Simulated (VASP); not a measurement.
# Pt3Se5 in VASP: single point with PBEsol

Aim: the single point of Pt3Se5 with PBEsol.

All numbers are computed with VASP 6.6.1; they aren't measurements. Logs are shortened: lines on timing, memory, paths and dates and some standing lists are left out, and cuts for length are marked.

### Step 1. The cell of the first run

The cell holds a slab with vacuum, 16 atoms: a = 3.761 Å, b = 8.129 Å, c = 24.742 Å, α = 90.00°, β = 90.00°, γ = 90.00°.

### Step 2. Single point, PBEsol

File INCAR:

```
SYSTEM = Pt3Se5
ALGO     = Normal         ! electronic algorithm
DIPOL    = 0.5 0.5 0.500
EDIFF    = 1E-7           ! SCF threshold, eV
ENCUT    = 520            ! plane-wave cutoff, eV
GGA      = PS             ! functional
IDIPOL   = 3            
ISIF     = 2              ! what is computed and relaxed
ISMEAR   = 0              ! smearing method
LASPH    = .True.         ! aspherical terms in the spheres
LCHARG   = .False.        ! write CHGCAR
LDIPOL   = .True.       
LREAL    = Auto         
LWAVE    = .False.        ! write WAVECAR
NBANDS   = 74             ! bands
NELM     = 60             ! most SCF steps
PREC     = Accurate       ! precision mode
SIGMA    = 0.1            ! smearing width, eV
```

File KPOINTS:

```
k-points
0
Gamma
  9 5 1
  0 0 0
```

File POSCAR:

```
Pt3Se5
1.0
    3.7607249066      0.0000000000      0.0000000000
    0.0000000000      8.1290185517      0.0000000000
    0.0000000000      0.0000000000     24.7424025113
Pt Se
6 10
Direct
    0.5000000000      0.6789607276      0.3031233526
    0.0000000000      0.3579214553      0.3818740115
    0.5000000000      0.0368821829      0.4606246705
    0.0000000000      0.7158429105      0.5393753295
    0.5000000000      0.3948036382      0.6181259885
    0.0000000000      0.0737643658      0.6968766474
    0.0000000000      0.8792751587      0.3179298616
    0.5000000000      0.1576070242      0.3670675026
    0.5000000000      0.5582358864      0.3966805205
    0.0000000000      0.8365677518      0.4458181615
    0.0000000000      0.2371966140      0.4754311795
    0.5000000000      0.5155284794      0.5245688205
    0.5000000000      0.9161573416      0.5541818385
    0.0000000000      0.1944892071      0.6033194795
    0.0000000000      0.5951180693      0.6329324974
    0.5000000000      0.8734499347      0.6820701384
```

Potentials or basis: VASP PAW PBE potentials, release 64 (Pt, Se).

On the command line:

```console
> cat potpaw_PBE.64/Pt/POTCAR potpaw_PBE.64/Se/POTCAR > POTCAR
> mpirun -np 1 vasp_std > vasp.out
```

OUTCAR:

```text
SYSTEM = Pt3Se5
   EDIFF = 1E-7
   ENCUT = 520
   GGA = PS
   ISIF = 2
   ISMEAR = 0
   LASPH = .True.
   LREAL = Auto
   NELM = 60
   PREC = Accurate

 ion  position               nearest neighbor table
   1  0.500  0.679  0.303-   9 2.51   7 2.51   7 2.51
   2  0.000  0.358  0.382-   8 2.51   8 2.51   9 2.51   9 2.51  11 2.51
   3  0.500  0.037  0.461-   8 2.51  11 2.51  11 2.51  10 2.51  10 2.51  13 2.51
   4  0.000  0.716  0.539-  15 2.51  13 2.51  13 2.51  12 2.51  12 2.51  10 2.51
   5  0.500  0.395  0.618-  15 2.51  15 2.51  14 2.51  14 2.51  12 2.51
   6  0.000  0.074  0.697-  14 2.51  16 2.51  16 2.51
   7  0.000  0.879  0.318-   1 2.51   1 2.51
   8  0.500  0.158  0.367-   3 2.51   2 2.51   2 2.51
   9  0.500  0.558  0.397-   1 2.51   2 2.51   2 2.51
  10  0.000  0.837  0.446-   3 2.51   3 2.51   4 2.51
  11  0.000  0.237  0.475-   3 2.51   3 2.51   2 2.51
  12  0.500  0.516  0.525-   4 2.51   4 2.51   5 2.51
  13  0.500  0.916  0.554-   4 2.51   4 2.51   3 2.51
  14  0.000  0.194  0.603-   6 2.51   5 2.51   5 2.51
  15  0.000  0.595  0.633-   4 2.51   5 2.51   5 2.51
  16  0.500  0.873  0.682-   6 2.51   6 2.51

  LATTYP: Found a simple orthorhombic cell.
 ALAT       =     3.7607249066
 B/A-ratio  =     2.1615562833
 C/A-ratio  =     6.5791577756

  Lattice vectors:

 A1 = (   3.7607249066,   0.0000000000,   0.0000000000)
 A2 = (   0.0000000000,   8.1290185517,   0.0000000000)
 A3 = (   0.0000000000,   0.0000000000,  24.7424025113)

Analysis of symmetry for initial positions (statically):
=====================================================================
 Subroutine PRICEL returns:
 Original cell was already a primitive cell.

 Routine SETGRP: Setting up the symmetry group for a
 simple orthorhombic supercell.

 Subroutine GETGRP returns: Found  4 space group operations
 (whereof  2 operations were pure point group operations)
 out of a pool of  8 trial point group operations.

The static configuration has the point symmetry C_1h.
 The point group associated with its full space group is C_2h.

Analysis of symmetry for dynamics (positions and initial velocities):
=====================================================================
 Subroutine PRICEL returns:
 Original cell was already a primitive cell.

 Routine SETGRP: Setting up the symmetry group for a
 simple orthorhombic supercell.

 Subroutine GETGRP returns: Found  4 space group operations
 (whereof  2 operations were pure point group operations)
 out of a pool of  8 trial point group operations.

The dynamic configuration has the point symmetry C_1h.
 The point group associated with its full space group is C_2h.
[... 130 lines left out ...]
   EMIN   =  10.00;   EMAX   =-10.00  energy-range for DOS
   EFERMI =   0.00;   METHOD = LEGACY
   ISMEAR =     0;   SIGMA  =   0.10  broadening in eV -4-tet -1-fermi 0-gaus
   EFERMI_NEDOS =   21; number of points for ismear=-14 and -15
   IALGO  =     38    algorithm
   IMIX   =      4    mixing-type and parameters
     AMIX     =   0.40;   BMIX     =  1.00
     AMIX_MAG =   1.60;   BMIX_MAG =  1.00
  volume/ion in A,a.u.               =      47.28       319.03
  Fermi-wavevector in a.u.,A,eV,Ry     =   0.886240  1.674751 10.686308  0.785422
  Thomas-Fermi vector in A             =   2.007380
   LORBIT       =      0    0 simple, 1 ext, 2 COOP (PROOUT), +10 PAW based schemes
   GGA     = PS    functional components
   LHFCALC =     F    Hartree Fock is set to
   AEXX    =    0.0000 exact exchange contribution
   IVDW    =     0    specifies the selected vdW correction
   LEPSILON=     F    determine dielectric tensor
   LRPA    =     F    only Hartree local field effects (RPA)
 non-spin polarized calculation
 Gauss-broadening in eV      SIGMA  =   0.10
  energy-cutoff  :      520.00
  volume of cell :      756.40
 maximum number of plane-waves:     20434
 NGX is ok and might be reduce to    28
   NGX = 13   NGY = 31   NGZ = 93

 number of electron     119.9999996 magnetization

 dipolmoment           0.000000      0.000000     -0.000000 electrons x Angstroem

 Free energy of the ion-electron system (eV)
  ---------------------------------------------------
  ext. energy  EPLUGINS =         0.00000000
  ---------------------------------------------------
  free energy    TOTEN  =       -80.59215424 eV

  energy without entropy =      -80.55904818  energy(sigma->0) =      -80.57560121

 E-fermi :  -0.3732     XC(G=0):  -5.3204

 val. band max:       -0.3989270861   @ k =   0.4444   0.0000   0.0000
 cond. band min:      -0.3666705066   @ k =   0.3333   0.2000   0.0000
 fundamental gap:      0.0322565795
 Fermi energy:        -0.3732471906

 k-point     1 :       0.0000    0.0000    0.0000
  band No.  band energies     occupation
      1     -15.5884      2.00000
      2     -14.8613      2.00000
      3     -14.2074      2.00000
      4     -14.1515      2.00000
      5     -14.1086      2.00000
      6     -13.7444      2.00000
[... 1114 lines left out ...]
     71       2.3248      0.00000
     72       2.3929      0.00000
 [bands above 72 left out]

------------------------ aborting loop because EDIFF is reached ----------------------------------------

 vacuum level on the upper side and lower side of the slab       (xc-potential included)        -0.048        -0.048

  FORCE on cell =-STRESS in cart. coord.  units (eV):
  Direction    XX          YY          ZZ          XY          YZ          ZX
  --------------------------------------------------------------------------------------
  -------------------------------------------------------------------------------------
  Total      -14.3017196    -12.4050589     -6.1953166      0.0000000     -0.1352379      0.0000000
  in kB      -30.2933493    -26.2759161    -13.1226799      0.0000000     -0.2864556      0.0000000
  external PRESSURE =     -23.2306484 kB  Pullay stress =       0.0000000 kB

 VOLUME and BASIS-vectors are now :
 -----------------------------------------------------------------------------
  energy-cutoff  :      520.00
  volume of cell :      756.40
      direct lattice vectors                 reciprocal lattice vectors
     3.760724907  0.000000000  0.000000000     0.265906182  0.000000000  0.000000000
     0.000000000  8.129018552  0.000000000     0.000000000  0.123016080  0.000000000
     0.000000000  0.000000000 24.742402511     0.000000000  0.000000000  0.040416447

 POSITION                                       TOTAL-FORCE (eV/Angst)
 -----------------------------------------------------------------------------------
      1.88036      5.51928      7.50000         0.000000      1.505225      2.057137
      0.00000      2.90955      9.44848         0.000000      0.387920      0.300836
      1.88036      0.29982     11.39696         0.000000      0.191316     -0.134550
      0.00000      5.81910     13.34544         0.000000     -0.191316      0.134550
      1.88036      3.20937     15.29392         0.000000     -0.387920     -0.300836
      0.00000      0.59963     17.24240         0.000000     -1.505225     -2.057137
[... 8 lines left out ...]
      0.00000      4.83773     15.66027         0.000000     -0.208221      0.459755
      1.88036      7.10029     16.87605         0.000000      1.779818      0.789718
 -----------------------------------------------------------------------------------
    total drift:                                0.000000     -0.000001     -0.000026

  FREE ENERGIE OF THE ION-ELECTRON SYSTEM (eV)
  ---------------------------------------------------
  free  energy   TOTEN  =       -80.5921542420 eV

  energy  without entropy=      -80.5590481821  energy(sigma->0) =      -80.57560121

 vacuum level on the upper side and lower side of the slab         4.774         4.773
```

OSZICAR:

```text
N       E                     dE             d eps       ncg     rms          rms(c)
DAV:   1     0.863234805076E+03    0.86323E+03   -0.46731E+04  2220   0.131E+03
DAV:   2     0.143945209067E+02   -0.84884E+03   -0.80714E+03  2960   0.243E+02
DAV:   3    -0.808255184289E+02   -0.95220E+02   -0.92256E+02  2608   0.842E+01
[... 19 lines left out ...]
DAV:  23    -0.805921518489E+02   -0.16942E-05   -0.20015E-08  1482   0.237E-04    0.948E-05
DAV:  24    -0.805921531851E+02   -0.13362E-05   -0.34895E-08  1454   0.237E-04    0.633E-05
DAV:  25    -0.805921539603E+02   -0.77527E-06   -0.28955E-08  1532   0.195E-04    0.334E-05
DAV:  26    -0.805921541634E+02   -0.20309E-06   -0.47904E-09  1400   0.108E-04    0.148E-05
DAV:  27    -0.805921542420E+02   -0.78565E-07   -0.22146E-09  1328   0.716E-05
   1 F= -.80592154E+02 E0= -.80575601E+02  d E =-.331061E-01
```

stdout:

```text
POSCAR found type information on POSCAR PtSe
 POSCAR found :  2 types and      16 ions
 scaLAPACK will be used
 -----------------------------------------------------------------------------
|                                                                             |
|                                                                             |
|     You enforced a specific xc type in the INCAR file but a different       |
|     I HOPE YOU KNOW WHAT YOU ARE DOING!                                     |
|                                                                             |
 -----------------------------------------------------------------------------

 LDA part: xc-table for (Slater+PW92), standard interpolation
 POSCAR, INCAR and KPOINTS ok, starting setup
 FFT: planning ... GRIDC
 FFT: planning ... GRID_SOFT
 FFT: planning ... GRID
 WAVECAR not read
 entering main loop
```

It took 14 min on 1 thread of Intel Xeon 6975P-C (Granite Rapids), shared host; peak memory 0.95 GiB.

Results:

```
Free energy            : -80.5922 eV
Largest force          : 2.549 eV/Å
Band gap on the k mesh : zero (band 60 reaches 0.05 eV, above the bottom of band 61 at -0.53 eV)
```

Forces on the atoms (eV/Å):
```
Pt   0.000  1.505  2.057
Pt   0.000  0.388  0.301
Pt   0.000  0.191 -0.135
Pt   0.000 -0.191  0.135
Pt   0.000 -0.388 -0.301
Pt   0.000 -1.505 -2.057
Se   0.000 -1.780 -0.790
Se   0.000  0.208 -0.460
Se   0.000 -0.481 -1.150
Se   0.000  0.086  0.021
Se   0.000 -0.263  0.433
Se   0.000  0.263 -0.433
Se   0.000 -0.086 -0.021
Se   0.000  0.481  1.150
Se   0.000 -0.208  0.460
Se   0.000  1.780  0.790
```

Levels at points of the mesh, in eV from the Fermi level:
| k point | band 57 | band 58 | band 59 | band 60 | band 61 | band 62 | band 63 | band 64 |
| --- | --- | --- | --- | --- | --- | --- | --- | --- |
| (0.00, 0.00, 0.00) | -0.28 | 0.04 | 0.23 | 0.42 | 0.69 | 1.03 | 1.04 | 1.13 |

Caveat: the PAW data sets were made with another functional, which shifts forces and pressure a little; spin-orbit coupling is left out, which moves the levels of the heavy elements.
